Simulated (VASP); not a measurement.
# BiAs2O2 (I4/mmm) in VASP: notebook

The runs below take BiAs2O2 through single point, relaxation of cell and atoms, with PBE.

All numbers are computed with VASP 6.6.1; they aren't measurements. Logs are shortened: lines on timing, memory, paths and dates and some standing lists are left out, and cuts for length are marked.

## 1. The cell of the first run

Symmetry: I4/mmm, No. 139, tetragonal system. The conventional cell has a = 4.478 Å, b = 4.478 Å, c = 9.821 Å, α = 90.00°, β = 90.00°, γ = 90.00°. Within 3.4 Å of Bi (site symmetry 4/mmm) lie 2 O at 2.47 Å and 8 As at 3.32 Å. Within 3.0 Å of As (site symmetry -4m2) lie 4 O at 2.24 Å. Within 3.0 Å of O (site symmetry 4mm) lie 4 As at 2.24 Å and 1 Bi at 2.47 Å.

## 2. Single point, PBE

The input, INCAR:

```
SYSTEM = BiAs2O2
PREC     = Accurate       ! precision mode
ENCUT    = 520            ! plane-wave cutoff, eV
EDIFF    = 1E-6           ! SCF threshold, eV
ISMEAR   = 0              ! smearing method
SIGMA    = 0.1            ! smearing width, eV
LREAL    = .FALSE.        ! projectors in reciprocal space
LASPH    = .TRUE.         ! aspherical terms in the spheres
NELM     = 100            ! most SCF steps
ALGO     = Normal         ! electronic algorithm
ISIF     = 2              ! what is computed and relaxed
LWAVE    = .FALSE.        ! write WAVECAR
LCHARG   = .FALSE.        ! write CHGCAR
GGA      = PE             ! functional
NBANDS   = 26             ! bands
```

The input, KPOINTS:

```
regular mesh
0
G
  6 6 6
  0 0 0
```

The input, POSCAR:

```
BiAs2O2
1.0
   -2.2392340903      2.2392340903      4.9103370328
    2.2392340903     -2.2392340903      4.9103370328
    2.2392340903      2.2392340903     -4.9103370328
Bi As O
1 2 2
Direct
    0.0000000000      0.0000000000      0.0000000000
    0.2500000000      0.7500000000      0.5000000000
    0.7500000000      0.2500000000      0.5000000000
    0.7488459967      0.7488459967      0.0000000000
    0.2511540033      0.2511540033      0.0000000000
```

Potentials or basis: VASP PAW PBE potentials, release 64 (Bi_d, As, O).

Command:

```sh
cat potpaw_PBE.64/Bi_d/POTCAR potpaw_PBE.64/As/POTCAR potpaw_PBE.64/O/POTCAR > POTCAR
mpirun -np 1 vasp_std > vasp.out
```

OUTCAR:

```text
SYSTEM = BiAs2O2
   PREC = Accurate
   ENCUT = 520
   EDIFF = 1E-6
   ISMEAR = 0
   LREAL = .FALSE.
   LASPH = .TRUE.
   NELM = 100
   ISIF = 2
   GGA = PE

 ion  position               nearest neighbor table
   1  0.000  0.000  0.000-   4 2.47   5 2.47   2 3.32   3 3.32   3 3.32   2 3.32   2 3.32   3 3.32
                             3 3.32   2 3.32
   2  0.250  0.750  0.500-   5 2.24   4 2.24   5 2.24   4 2.24   1 3.32   1 3.32   1 3.32   1 3.32

   3  0.750  0.250  0.500-   5 2.24   4 2.24   5 2.24   4 2.24   1 3.32   1 3.32   1 3.32   1 3.32

   4  0.749  0.749  0.000-   2 2.24   3 2.24   2 2.24   3 2.24   1 2.47
   5  0.251  0.251  0.000-   2 2.24   3 2.24   2 2.24   3 2.24   1 2.47

  LATTYP: Found a body centered tetragonal cell.
 ALAT       =     4.4784681806
 C/A-ratio  =     2.1928645397

  Lattice vectors:

 A1 = (  -2.2392340903,   2.2392340903,   4.9103370328)
 A2 = (   2.2392340903,  -2.2392340903,   4.9103370328)
 A3 = (   2.2392340903,   2.2392340903,  -4.9103370328)

Analysis of symmetry for initial positions (statically):
=====================================================================
 Subroutine PRICEL returns:
 Original cell was already a primitive cell.

 Routine SETGRP: Setting up the symmetry group for a
 body centered tetragonal supercell.

 Subroutine GETGRP returns: Found 16 space group operations
 (whereof 16 operations were pure point group operations)
 out of a pool of 16 trial point group operations.

The static configuration has the point symmetry D_4h.

Analysis of symmetry for dynamics (positions and initial velocities):
=====================================================================
 Subroutine PRICEL returns:
 Original cell was already a primitive cell.

 Routine SETGRP: Setting up the symmetry group for a
 body centered tetragonal supercell.

 Subroutine GETGRP returns: Found 16 space group operations
 (whereof 16 operations were pure point group operations)
 out of a pool of 16 trial point group operations.

The dynamic configuration has the point symmetry D_4h.

 Subroutine INISYM returns: Found 16 space group operations
 (whereof 16 operations are pure point group operations),
 and found     1 'primitive' translations

----------------------------------------------------------------------------------------

                                     Primitive cell

  volume of cell :      98.4850

  direct lattice vectors                    reciprocal lattice vectors
    -2.239234090  2.239234090  4.910337033     0.000000000  0.223290634  0.101826004
     2.239234090 -2.239234090  4.910337033     0.223290634  0.000000000  0.101826004
     2.239234090  2.239234090 -4.910337033     0.223290634  0.223290634  0.000000000

  length of vectors
     5.842922933  5.842922933  5.842922933     0.245412393  0.245412393  0.315780643

  position of ions in fractional coordinates (direct lattice)
     0.000000000  0.000000000  0.000000000
     0.250000000  0.750000000  0.500000000
     0.750000000  0.250000000  0.500000000
     0.748845997  0.748845997  0.000000000
     0.251154003  0.251154003  0.000000000

  ion indices of the primitive-cell ions
   primitive index   ion index
                 1           1
                 2           2
                 3           3
                 4           4
                 5           5

----------------------------------------------------------------------------------------

 KPOINTS: regular mesh

Automatic generation of k-mesh.
 Grid dimensions read from file:
 generate k-points for:    6    6    6

 Generating k-lattice:

  Cartesian coordinates                     Fractional coordinates (reciprocal lattice)
     0.000000000  0.037215106  0.016971001     0.166666667  0.000000000 -0.000000000
     0.037215106  0.000000000  0.016971001     0.000000000  0.166666667 -0.000000000
     0.037215106  0.037215106  0.000000000     0.000000000  0.000000000  0.166666667

  Length of vectors
     0.040902065  0.040902065  0.052630107

  Shift w.r.t. Gamma in fractional coordinates (k-lattice)
     0.000000000  0.000000000  0.000000000

 Subroutine IBZKPT returns following result:
 ===========================================

 Found     30 irreducible k-points:

 Following reciprocal coordinates:
            Coordinates               Weight
  0.000000  0.000000  0.000000      1.000000
  0.166667 -0.000000  0.000000      8.000000
  0.333333  0.000000 -0.000000      8.000000
  0.500000 -0.000000  0.000000      4.000000
  0.166667  0.166667  0.000000      8.000000
  0.333333  0.166667  0.000000     16.000000
[... 16 lines left out ...]
 -0.333333 -0.333333  0.166667      8.000000
 -0.166667 -0.333333  0.166667      8.000000
 [... further k-points ...]
   k-points           NKPTS =     30   k-points in BZ     NKDIM =     30   number of bands    NBANDS=     26
   number of dos      NEDOS =    301   number of ions     NIONS =      5
   total plane-waves  NPLWV = 110592
   dimension x,y,z NGX =    48 NGY =   48 NGZ =   48
   dimension x,y,z NGXF=    96 NGYF=   96 NGZF=   96
   ions per type =               1   2   2
   NGX,Y,Z   is equivalent  to a cutoff of  13.66, 13.66, 13.66 a.u.
   NGXF,Y,Z  is equivalent  to a cutoff of  27.31, 27.31, 27.31 a.u.
 SYSTEM =  BiAs2O2
   PREC   = accura    normal or accurate (medium, high low for compatibility)
   ISTART =      0    job   : 0-new  1-cont  2-samecut
   ICHARG =      2    charge: 1-file 2-atom 10-const
   ISPIN  =      1    spin polarized calculation?
   LNONCOLLINEAR =      F non collinear calculations
   LSORBIT =      F    spin-orbit coupling
   LASPH  =      T    aspherical Exc in radial PAW
   ENCUT  =  520.0 eV  38.22 Ry    6.18 a.u.  10.86 10.86 10.86*2*pi/ulx,y,z
   NELM   =    100;   NELMIN=  2; NELMDL= -5     # of ELM steps
   EDIFF  = 0.1E-05   stopping-criterion for ELM
   LREAL  =      F    real-space projection
   EDIFFG = 0.1E-04   stopping-criterion for IOM
   NSW    =      0    number of steps for IOM
   IBRION =     -1    ionic relax: 0-MD 1-quasi-New 2-CG
   NFREE  =      0    steps in history (QN), initial steepest desc. (CG)
   ISIF   =      2    stress and relaxation
   ISYM   =      2    0-nonsym 1-usesym 2-fastsym
   POTIM  = 0.5000    time-step for ionic-motion
   TEBEG  =    0.0;   TEEND  =   0.0 temperature during run
   PSTRESS=    0.0 pullay stress
   NELECT =      37.0000    total number of electrons
   NUPDOWN=      -1.0000    fix difference up-down
   EMIN   =  10.00;   EMAX   =-10.00  energy-range for DOS
   EFERMI =   0.00;   METHOD = LEGACY
   ISMEAR =     0;   SIGMA  =   0.10  broadening in eV -4-tet -1-fermi 0-gaus
   EFERMI_NEDOS =   21; number of points for ismear=-14 and -15
   IALGO  =     38    algorithm
   IMIX   =      4    mixing-type and parameters
     AMIX     =   0.40;   BMIX     =  1.00
     AMIX_MAG =   1.60;   BMIX_MAG =  1.00
  volume/ion in A,a.u.               =      19.70       132.92
  Fermi-wavevector in a.u.,A,eV,Ry     =   1.181278  2.232291 18.985798  1.395417
  Thomas-Fermi vector in A             =   2.317554
   LORBIT       =      0    0 simple, 1 ext, 2 COOP (PROOUT), +10 PAW based schemes
   GGA     = PE    functional components
   LHFCALC =     F    Hartree Fock is set to
   AEXX    =    0.0000 exact exchange contribution
   IVDW    =     0    specifies the selected vdW correction
   LEPSILON=     F    determine dielectric tensor
   LRPA    =     F    only Hartree local field effects (RPA)
 non-spin polarized calculation
 Gauss-broadening in eV      SIGMA  =   0.10
  energy-cutoff  :      520.00
  volume of cell :       98.49
 maximum number of plane-waves:      2690
 NGX is ok and might be reduce to    48
   NGX = 21   NGY = 21   NGZ = 21

 number of electron      37.0000001 magnetization

 Free energy of the ion-electron system (eV)
  ---------------------------------------------------
  ext. energy  EPLUGINS =         0.00000000
  ---------------------------------------------------
  free energy    TOTEN  =       -23.41969882 eV

  energy without entropy =      -23.40228886  energy(sigma->0) =      -23.41099384

 E-fermi :   5.2182     XC(G=0):  -9.7134

 val. band max:        5.1569423405   @ k =  -0.3333   0.1667   0.0000
 cond. band min:       5.2515016243   @ k =   0.5000   0.1667   0.0000
 fundamental gap:      0.0945592838
 Fermi energy:         5.2181752287

 k-point     1 :       0.0000    0.0000    0.0000
  band No.  band energies     occupation
      1     -18.2347      2.00000
      2     -18.1535      2.00000
      3     -18.1535      2.00000
      4     -18.0713      2.00000
      5     -18.0712      2.00000
      6     -14.9393      2.00000
[... 18 lines left out ...]
     25      10.3425      0.00000
     26      10.3425      0.00000

 k-point     2 :       0.1667   -0.0000    0.0000
  band No.  band energies     occupation
      1     -18.2318      2.00000
      2     -18.1544      2.00000
      3     -18.1533      2.00000
      4     -18.0718      2.00000
      5     -18.0694      2.00000
      6     -14.8539      2.00000
[... 18 lines left out ...]
     25       9.7110      0.00000
     26      11.0238      0.00000

 k-point     3 :       0.3333    0.0000   -0.0000
  band No.  band energies     occupation
      1     -18.2262      2.00000
      2     -18.1563      2.00000
      3     -18.1529      2.00000
      4     -18.0729      2.00000
      5     -18.0658      2.00000
      6     -14.6192      2.00000
[... 18 lines left out ...]
     25       9.4558      0.00000
     26      12.0014      0.00000

 k-point     4 :       0.5000   -0.0000    0.0000
  band No.  band energies     occupation
      1     -18.2235      2.00000
      2     -18.1572      2.00000
      3     -18.1527      2.00000
      4     -18.0734      2.00000
      5     -18.0640      2.00000
      6     -14.3238      2.00000
[... 18 lines left out ...]
     25       9.5141      0.00000
     26      11.9021      0.00000

 k-point     5 :       0.1667    0.1667    0.0000
  band No.  band energies     occupation
      1     -18.2280      2.00000
      2     -18.1543      2.00000
      3     -18.1540      2.00000
      4     -18.0724      2.00000
      5     -18.0677      2.00000
      6     -14.7791      2.00000
[... 18 lines left out ...]
     25       9.6154      0.00000
     26      11.6765      0.00000

 k-point     6 :       0.3333    0.1667    0.0000
  band No.  band energies     occupation
      1     -18.2235      2.00000
      2     -18.1560      2.00000
      3     -18.1538      2.00000
      4     -18.0734      2.00000
      5     -18.0640      2.00000
      6     -14.5662      2.00000
[... 427 lines left out ...]
 k-point    21 :      -0.3333    0.5000    0.1667
  band No.  band energies     occupation
      1     -18.2204      2.00000
      2     -18.1561      2.00000
      3     -18.1535      2.00000
      4     -18.0734      2.00000
      5     -18.0641      2.00000
      6     -14.5833      2.00000
[... 18 lines left out ...]
     25       9.3413      0.00000
     26      11.2838      0.00000

 k-point    22 :      -0.1667    0.5000    0.1667
  band No.  band energies     occupation
      1     -18.2222      2.00000
      2     -18.1560      2.00000
      3     -18.1526      2.00000
      4     -18.0728      2.00000
      5     -18.0660      2.00000
      6     -14.6393      2.00000
[... 18 lines left out ...]
     25       9.6464      0.00000
     26      11.7601      0.00000

 k-point    23 :      -0.3333   -0.3333    0.1667
  band No.  band energies     occupation
      1     -18.2220      2.00000
      2     -18.1540      2.00000
      3     -18.1535      2.00000
      4     -18.0723      2.00000
      5     -18.0679      2.00000
      6     -14.7989      2.00000
[... 18 lines left out ...]
     25       9.6865      0.00000
     26      11.6283      0.00000

 k-point    24 :      -0.1667   -0.3333    0.1667
  band No.  band energies     occupation
      1     -18.2259      2.00000
      2     -18.1540      2.00000
      3     -18.1529      2.00000
      4     -18.0718      2.00000
      5     -18.0696      2.00000
      6     -14.8713      2.00000
[... 18 lines left out ...]
     25       9.8131      0.00000
     26      11.7070      0.00000

 [... further k-points ...]

------------------------ aborting loop because EDIFF is reached ----------------------------------------

  FORCE on cell =-STRESS in cart. coord.  units (eV):
  Direction    XX          YY          ZZ          XY          YZ          ZX
  --------------------------------------------------------------------------------------
  -------------------------------------------------------------------------------------
  Total        0.0712315      0.0712315     -0.0716976      0.0000000      0.0000000      0.0000000
  in kB        1.1588098      1.1588098     -1.1663935      0.0000000      0.0000000      0.0000000
  external PRESSURE =       0.3837420 kB  Pullay stress =       0.0000000 kB

 VOLUME and BASIS-vectors are now :
 -----------------------------------------------------------------------------
  energy-cutoff  :      520.00
  volume of cell :       98.49
      direct lattice vectors                 reciprocal lattice vectors
    -2.239234090  2.239234090  4.910337033     0.000000000  0.223290634  0.101826004
     2.239234090 -2.239234090  4.910337033     0.223290634  0.000000000  0.101826004
     2.239234090  2.239234090 -4.910337033     0.223290634  0.223290634  0.000000000

 POSITION                                       TOTAL-FORCE (eV/Angst)
 -----------------------------------------------------------------------------------
      0.00000      0.00000      0.00000         0.000000      0.000000     -0.000000
      2.23923      0.00000      2.45517         0.000000      0.000000     -0.000000
      0.00000      2.23923      2.45517         0.000000      0.000000     -0.000000
      0.00000      0.00000      7.35417        -0.000000     -0.000000      0.004489
      0.00000      0.00000      2.46650         0.000000      0.000000     -0.004489
 -----------------------------------------------------------------------------------
    total drift:                               -0.000000     -0.000000      0.000000

  FREE ENERGIE OF THE ION-ELECTRON SYSTEM (eV)
  ---------------------------------------------------
  free  energy   TOTEN  =       -23.4196988239 eV

  energy  without entropy=      -23.4022888614  energy(sigma->0) =      -23.41099384
```

Run time: 1.8 min. Hardware: 1 thread of Intel Xeon Platinum 8259CL at 2.50GHz (Skylake/Cascade Lake), shared host; peak memory 0.35 GiB.

Results:

```yaml
Free_energy: -23.4197 eV
Pressure: 0.0 GPa
Largest_force: 0.004 eV/Å
Band_gap_on_the_k_mesh: zero (an odd number of electrons rules out a gap without spin polarisation)
```

Forces on the atoms (eV/Å):
```
Bi   0.000  0.000  0.000
As   0.000  0.000  0.000
As   0.000  0.000  0.000
O    0.000  0.000  0.004
O    0.000  0.000 -0.004
```

Caveat: spin-orbit coupling is left out, which moves the levels of the heavy elements; an odd number of electrons without spin polarisation forces a metal; a magnetic or distorted state may lie lower.

## 3. Single point, PBE

INCAR, as its differences from that of step 2:

```diff
@@ -9,3 +9,3 @@
 NELM     = 100            ! most SCF steps
-ALGO     = Normal         ! electronic algorithm
+ALGO     = Fast           ! electronic algorithm
 ISIF     = 2              ! what is computed and relaxed
```

KPOINTS is that of step 2.

POSCAR is that of step 2.

Potentials or basis: VASP PAW PBE potentials, release 64 (Bi_d, As, O).

Command:

```sh
cat potpaw_PBE.64/Bi_d/POTCAR potpaw_PBE.64/As/POTCAR potpaw_PBE.64/O/POTCAR > POTCAR
mpirun -np 1 vasp_std > vasp.out
```

Wall time 3.5 min (1 thread of Oxide Virtual Turin-like, shared host); peak memory 0.33 GiB.

It converged, with:

```yaml
Free_energy: -23.4197 eV
Pressure: 0.0 GPa
Largest_force: 0.005 eV/Å
Band_gap_on_the_k_mesh: zero (an odd number of electrons rules out a gap without spin polarisation)
```

Forces on the atoms (eV/Å):
```
Bi   0.000  0.000  0.000
As   0.000  0.000  0.000
As   0.000  0.000  0.000
O    0.000  0.000  0.005
O    0.000  0.000 -0.005
```

Stress tensor (GPa, compression positive):
```
 0.11  0.00  0.00
 0.00  0.11  0.00
 0.00  0.00 -0.12
```

Levels at points of the mesh, in eV from the Fermi level:
```tsv
k point	band 16	band 17	band 18	band 19	band 20	band 21
(0.00, 0.00, 0.00)	-3.40	-0.72	-0.23	-0.23	0.07	4.14
(0.50, 0.00, 0.00)	-2.89	-2.45	-0.78	0.17	0.37	1.06
(0.50, 0.50, 0.00)	-1.95	-1.58	-1.51	-1.23	-0.75	-0.50
(0.50, 0.50, 0.50)	-3.94	-0.07	0.06	0.38	0.38	2.22
```

Caveat: spin-orbit coupling is left out, which moves the levels of the heavy elements; an odd number of electrons without spin polarisation forces a metal; a magnetic or distorted state may lie lower.

[end of part 1 of 2]

The gap in the log of VASP goes by the Fermi energy; the results here count the filled bands.